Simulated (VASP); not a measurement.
# InGa3As4 (P-43m) in VASP: notebook, part 2 of 2

VASP 6.6.1. Earlier steps stand in the parts before.

### 3 Single point, PBE

Contents of INCAR:

```
PREC = Accurate ; ENCUT = 520
EDIFF = 1E-6 ; ISMEAR = 0
SIGMA = 0.1 ; LREAL = F
LASPH = T ; NELM = 80
ALGO = Normal ; ISIF = 2
LWAVE = F ; LCHARG = T
GGA = PE ; LELF = T
LVHAR = T ; NBANDS = 46
```

Contents of KPOINTS:

```
regular mesh
0
Gamma
  6 6 6
```

Contents of POSCAR:

```
InGa3As4
1.0
    5.8577812000      0.0000000000      0.0000000000
    0.0000000000      5.8577812000      0.0000000000
    0.0000000000      0.0000000000      5.8577812000
In Ga As
1 3 4
Direct
    0.0000000000      0.0000000000      0.0000000000
    0.5000000000      0.0000000000      0.5000000000
    0.5000000000      0.5000000000      0.0000000000
    0.0000000000      0.5000000000      0.5000000000
    0.2593680000      0.7406320000      0.7406320000
    0.2593680000      0.2593680000      0.2593680000
    0.7406320000      0.7406320000      0.2593680000
    0.7406320000      0.2593680000      0.7406320000
```

Potentials or basis: VASP PAW PBE potentials, release 64 (In_d, Ga_d, As).

On the command line:

```bash
cat potpaw_PBE.64/In_d/POTCAR potpaw_PBE.64/Ga_d/POTCAR potpaw_PBE.64/As/POTCAR > POTCAR
mpirun -np 1 vasp_std > vasp.out
```

OUTCAR:

```text
PREC = Accurate
   ENCUT = 520
   EDIFF = 1E-6
   ISMEAR = 0
   LREAL = F
   LASPH = T
   NELM = 80
   ISIF = 2
   GGA = PE

 ion  position               nearest neighbor table
   1  0.000  0.000  0.000-   5 2.63   6 2.63   7 2.63   8 2.63
   2  0.500  0.000  0.500-   5 2.51   6 2.51   7 2.51   8 2.51
   3  0.500  0.500  0.000-   5 2.51   6 2.51   7 2.51   8 2.51
   4  0.000  0.500  0.500-   5 2.51   6 2.51   7 2.51   8 2.51
   5  0.259  0.741  0.741-   2 2.51   3 2.51   4 2.51   1 2.63
   6  0.259  0.259  0.259-   2 2.51   3 2.51   4 2.51   1 2.63
   7  0.741  0.741  0.259-   2 2.51   3 2.51   4 2.51   1 2.63
   8  0.741  0.259  0.741-   2 2.51   3 2.51   4 2.51   1 2.63

  LATTYP: Found a simple cubic cell.
 ALAT       =     5.8577812000

  Lattice vectors:

 A1 = (   5.8577812000,   0.0000000000,   0.0000000000)
 A2 = (   0.0000000000,   5.8577812000,   0.0000000000)
 A3 = (   0.0000000000,   0.0000000000,   5.8577812000)

Analysis of symmetry for initial positions (statically):
=====================================================================
 Subroutine PRICEL returns:
 Original cell was already a primitive cell.

 Routine SETGRP: Setting up the symmetry group for a
 simple cubic supercell.

 Subroutine GETGRP returns: Found 24 space group operations
 (whereof 24 operations were pure point group operations)
 out of a pool of 48 trial point group operations.

The static configuration has the point symmetry T_d .

Analysis of symmetry for dynamics (positions and initial velocities):
=====================================================================
 Subroutine PRICEL returns:
 Original cell was already a primitive cell.

 Routine SETGRP: Setting up the symmetry group for a
 simple cubic supercell.

 Subroutine GETGRP returns: Found 24 space group operations
 (whereof 24 operations were pure point group operations)
 out of a pool of 48 trial point group operations.

The dynamic configuration has the point symmetry T_d .

 Subroutine INISYM returns: Found 24 space group operations
 (whereof 24 operations are pure point group operations),
 and found     1 'primitive' translations

----------------------------------------------------------------------------------------

                                     Primitive cell

  volume of cell :     201.0016

  direct lattice vectors                    reciprocal lattice vectors
     5.857781200  0.000000000  0.000000000     0.170713102  0.000000000  0.000000000
     0.000000000  5.857781200  0.000000000     0.000000000  0.170713102  0.000000000
     0.000000000  0.000000000  5.857781200     0.000000000  0.000000000  0.170713102

  length of vectors
     5.857781200  5.857781200  5.857781200     0.170713102  0.170713102  0.170713102

  position of ions in fractional coordinates (direct lattice)
     0.000000000  0.000000000  0.000000000
     0.500000000  0.000000000  0.500000000
     0.500000000  0.500000000  0.000000000
     0.000000000  0.500000000  0.500000000
     0.259368000  0.740632000  0.740632000
     0.259368000  0.259368000  0.259368000
     0.740632000  0.740632000  0.259368000
     0.740632000  0.259368000  0.740632000

  ion indices of the primitive-cell ions
[... 41 lines left out ...]
  0.500000  0.000000  0.000000      3.000000
  0.166667  0.166667  0.000000     12.000000
  0.333333  0.166667  0.000000     24.000000
[... 12 lines left out ...]
  0.500000  0.500000  0.333333      6.000000
  0.500000  0.500000  0.500000      1.000000
   k-points           NKPTS =     20   k-points in BZ     NKDIM =     20   number of bands    NBANDS=     46
   number of dos      NEDOS =    301   number of ions     NIONS =      8
   total plane-waves  NPLWV = 110592
   dimension x,y,z NGX =    48 NGY =   48 NGZ =   48
   dimension x,y,z NGXF=    96 NGYF=   96 NGZF=   96
   ions per type =               1   3   4
   NGX,Y,Z   is equivalent  to a cutoff of  13.62, 13.62, 13.62 a.u.
   NGXF,Y,Z  is equivalent  to a cutoff of  27.25, 27.25, 27.25 a.u.
 SYSTEM =  unknown system
   PREC   = accura    normal or accurate (medium, high low for compatibility)
   ISTART =      0    job   : 0-new  1-cont  2-samecut
   ICHARG =      2    charge: 1-file 2-atom 10-const
   ISPIN  =      1    spin polarized calculation?
   LNONCOLLINEAR =      F non collinear calculations
   LSORBIT =      F    spin-orbit coupling
   LASPH  =      T    aspherical Exc in radial PAW
   ENCUT  =  520.0 eV  38.22 Ry    6.18 a.u.  10.89 10.89 10.89*2*pi/ulx,y,z
   NELM   =     80;   NELMIN=  2; NELMDL= -5     # of ELM steps
   EDIFF  = 0.1E-05   stopping-criterion for ELM
   LREAL  =      F    real-space projection
   EDIFFG = 0.1E-04   stopping-criterion for IOM
   NSW    =      0    number of steps for IOM
   IBRION =     -1    ionic relax: 0-MD 1-quasi-New 2-CG
   NFREE  =      0    steps in history (QN), initial steepest desc. (CG)
   ISIF   =      2    stress and relaxation
   ISYM   =      2    0-nonsym 1-usesym 2-fastsym
   POTIM  = 0.5000    time-step for ionic-motion
   TEBEG  =    0.0;   TEEND  =   0.0 temperature during run
   PSTRESS=    0.0 pullay stress
   NELECT =      72.0000    total number of electrons
   NUPDOWN=      -1.0000    fix difference up-down
   EMIN   =  10.00;   EMAX   =-10.00  energy-range for DOS
   EFERMI =   0.00;   METHOD = LEGACY
   ISMEAR =     0;   SIGMA  =   0.10  broadening in eV -4-tet -1-fermi 0-gaus
   EFERMI_NEDOS =   21; number of points for ismear=-14 and -15
   IALGO  =     38    algorithm
   IMIX   =      4    mixing-type and parameters
     AMIX     =   0.40;   BMIX     =  1.00
     AMIX_MAG =   1.60;   BMIX_MAG =  1.00
  volume/ion in A,a.u.               =      25.13       169.55
  Fermi-wavevector in a.u.,A,eV,Ry     =   1.162659  2.197108 18.392042  1.351777
  Thomas-Fermi vector in A             =   2.299218
   LORBIT       =      0    0 simple, 1 ext, 2 COOP (PROOUT), +10 PAW based schemes
   GGA     = PE    functional components
   LHFCALC =     F    Hartree Fock is set to
   AEXX    =    0.0000 exact exchange contribution
   IVDW    =     0    specifies the selected vdW correction
   LEPSILON=     F    determine dielectric tensor
   LRPA    =     F    only Hartree local field effects (RPA)
 non-spin polarized calculation
 Gauss-broadening in eV      SIGMA  =   0.10
  energy-cutoff  :      520.00
  volume of cell :      201.00
 maximum number of plane-waves:      5449
 NGX is ok and might be reduce to    48
   NGX = 21   NGY = 21   NGZ = 21

 number of electron      71.9999957 magnetization

 Free energy of the ion-electron system (eV)
  ---------------------------------------------------
  ext. energy  EPLUGINS =         0.00000000
  ---------------------------------------------------
  free energy    TOTEN  =       -32.40985239 eV

  energy without entropy =      -32.40882431  energy(sigma->0) =      -32.40933835

 E-fermi :   3.6636     XC(G=0):  -9.2225

 val. band max:        3.6152062323   @ k =   0.0000   0.0000   0.0000
 cond. band min:       4.3107672009   @ k =   0.5000   0.5000   0.5000
 fundamental gap:      0.6955609686
 Fermi energy:         3.6635538690

 k-point     1 :       0.0000    0.0000    0.0000
  band No.  band energies     occupation
      1     -11.1902      2.00000
      2     -11.1902      2.00000
      3     -11.1902      2.00000
      4     -11.1163      2.00000
      5     -11.1163      2.00000
      6     -11.1163      2.00000
[... 969 lines left out ...]
     45       8.3281      0.00000
     46       8.3902      0.00000

------------------------ aborting loop because EDIFF is reached ----------------------------------------

  FORCE on cell =-STRESS in cart. coord.  units (eV):
  Direction    XX          YY          ZZ          XY          YZ          ZX
  --------------------------------------------------------------------------------------
  -------------------------------------------------------------------------------------
  Total        0.1928998      0.1928998      0.1928998     -0.0000000      0.0000000     -0.0000000
  in kB        1.5375982      1.5375982      1.5375982     -0.0000000      0.0000000     -0.0000000
  external PRESSURE =       1.5375982 kB  Pullay stress =       0.0000000 kB

 VOLUME and BASIS-vectors are now :
 -----------------------------------------------------------------------------
  energy-cutoff  :      520.00
  volume of cell :      201.00
      direct lattice vectors                 reciprocal lattice vectors
     5.857781200  0.000000000  0.000000000     0.170713102  0.000000000  0.000000000
     0.000000000  5.857781200  0.000000000     0.000000000  0.170713102  0.000000000
     0.000000000  0.000000000  5.857781200     0.000000000  0.000000000  0.170713102

 POSITION                                       TOTAL-FORCE (eV/Angst)
 -----------------------------------------------------------------------------------
      0.00000      0.00000      0.00000        -0.000000     -0.000000     -0.000000
      2.92889      0.00000      2.92889         0.000000      0.000000     -0.000000
      2.92889      2.92889      0.00000        -0.000000      0.000000     -0.000000
      0.00000      2.92889      2.92889        -0.000000     -0.000000     -0.000000
      1.51932      4.33846      4.33846        -0.009025      0.009025      0.009025
      1.51932      1.51932      1.51932        -0.009025     -0.009025     -0.009025
      4.33846      4.33846      1.51932         0.009025      0.009025     -0.009025
      4.33846      1.51932      4.33846         0.009025     -0.009025      0.009025
 -----------------------------------------------------------------------------------
    total drift:                                0.000000      0.000000     -0.000000

  FREE ENERGIE OF THE ION-ELECTRON SYSTEM (eV)
  ---------------------------------------------------
  free  energy   TOTEN  =       -32.4098523869 eV

  energy  without entropy=      -32.4088243089  energy(sigma->0) =      -32.40933835
```

It took 7.5 min on 1 thread of AMD EPYC 7R13, shared host; peak memory 0.4 GiB.

What came out:

| Property | Result |
| --- | --- |
| Free energy | -32.4099 eV |
| Pressure | 0.2 GPa |
| Largest force | 0.016 eV/Å |
| Band gap on the k mesh | zero (filled and empty bands touch) |

Forces in eV/Å, atoms in the order of the input:
```
In   0.000  0.000  0.000
Ga   0.000  0.000  0.000
Ga   0.000  0.000  0.000
Ga   0.000  0.000  0.000
As  -0.009  0.009  0.009
As  -0.009 -0.009 -0.009
As   0.009  0.009 -0.009
As   0.009 -0.009  0.009
```

Caveat: spin-orbit coupling is left out, which moves the levels of the heavy elements.

### 4 Relaxation of cell and atoms, PBE

Contents of INCAR:

```
SYSTEM = InGa3As4
ALGO     = Normal         ! electronic algorithm
EDIFF    = 1E-7           ! SCF threshold, eV
EDIFFG   = -0.01          ! ionic threshold
ENCUT    = 600            ! plane-wave cutoff, eV
GGA      = PE             ! functional
IBRION   = 2              ! ionic algorithm
ISIF     = 3              ! what is computed and relaxed
ISMEAR   = 0              ! smearing method
LASPH    = .True.         ! aspherical terms in the spheres
LCHARG   = .False.        ! write CHGCAR
LREAL    = .False.        ! projectors in reciprocal space
LWAVE    = .False.        ! write WAVECAR
NELM     = 60             ! most SCF steps
NSW      = 100            ! ionic steps
PREC     = Accurate       ! precision mode
SIGMA    = 0.1            ! smearing width, eV
```

Contents of KPOINTS:

```
k-points
0
Gamma
  6 6 6
  0 0 0
```

POSCAR is that of step 3.

On the command line:

```bash
cat potpaw_PBE.64/In_d/POTCAR potpaw_PBE.64/Ga_d/POTCAR potpaw_PBE.64/As/POTCAR > POTCAR
mpirun -np 1 vasp_std > vasp.out
```

Run time: 13 min. Hardware: 1 thread of AMD EPYC 7R13, shared host; peak memory 0.44 GiB.

It converged, with:

```
Free energy                            : -32.4096 eV
Relaxed volume                         : 25.22 Å³/atom
Relaxed cell                           : a = 5.865 Å, b = 5.865 Å, c = 5.865 Å, α = 90.00°, β = 90.00°, γ = 90.00°
Space group after relaxing (to 0.05 Å) : P-43m (No. 215)
Energy gained by relaxing              : 0.0 meV/atom
Ionic steps                            : 2
Pressure after relaxing                : 0.0 GPa
Largest force after relaxing           : 0.010 eV/Å
Band gap on the k mesh                 : zero (filled and empty bands touch)
```

Forces on the atoms (eV/Å):
```
In   0.000  0.000  0.000
Ga   0.000  0.000  0.000
Ga   0.000  0.000  0.000
Ga   0.000  0.000  0.000
As  -0.006  0.006  0.006
As  -0.006 -0.006 -0.006
As   0.006  0.006 -0.006
As   0.006 -0.006  0.006
```

The path:
```csv
step,energy change (eV),largest force (eV/Å),pressure (GPa),volume (Å³)
1,0.0000,0.0156,0.16,201.00
2,-0.0003,0.0096,-0.03,201.72
```

Final structure:
```
In Ga As
1.0
     5.86479    0.00000    0.00000
     0.00000    5.86479    0.00000
     0.00000    0.00000    5.86479
In Ga As
1 3 4
Direct
  0.00000 0.00000 0.00000
  0.50000 0.00000 0.50000
  0.50000 0.50000 0.00000
  0.00000 0.50000 0.50000
  0.25929 0.74071 0.74071
  0.25929 0.25929 0.25929
  0.74071 0.74071 0.25929
  0.74071 0.25929 0.74071
```

Levels at points of the mesh, in eV from the Fermi level:
| k point | band 33 | band 34 | band 35 | band 36 | band 37 | band 38 | band 39 | band 40 |
| --- | --- | --- | --- | --- | --- | --- | --- | --- |
| (0.00, 0.00, 0.00) | -2.39 | -0.21 | -0.05 | -0.05 | -0.05 | 1.55 | 1.55 | 1.55 |
| (0.50, 0.00, 0.00) | -1.69 | -1.69 | -1.35 | -1.35 | 1.95 | 2.03 | 2.81 | 3.07 |
| (0.50, 0.50, 0.00) | -1.42 | -1.13 | -0.97 | -0.97 | 2.23 | 2.23 | 2.74 | 2.75 |
| (0.50, 0.50, 0.50) | -1.15 | -0.82 | -0.82 | -0.82 | 0.64 | 0.64 | 0.64 | 1.17 |

Caveat: spin-orbit coupling is left out, which moves the levels of the heavy elements.

### 5 Overview

| task | cell | k mesh | cutoff (eV) | gap on the mesh (eV) | pressure (GPa) | largest force (eV/Å) |
| --- | --- | --- | --- | --- | --- | --- |
| single point | as given | 4 × 4 × 4 | 520 | none | 0.2 | 0.01 |
| single point | as given | 6 × 6 × 6 | 520 | none | 0.2 | 0.02 |
| relaxation of cell and atoms | relaxed | 6 × 6 × 6 | 600 | none | 0.0 | 0.01 |

Alike in all rows: level PBE; potentials or basis VASP PAW PBE potentials, release 64 (In_d, Ga_d, As); no spin polarisation; smearing gaussian 0.1 eV.

Caveats: spin-orbit coupling is left out, which moves the levels of the heavy elements.

Total energies depend on the potentials used, so only differences within one code and one set of settings carry meaning.
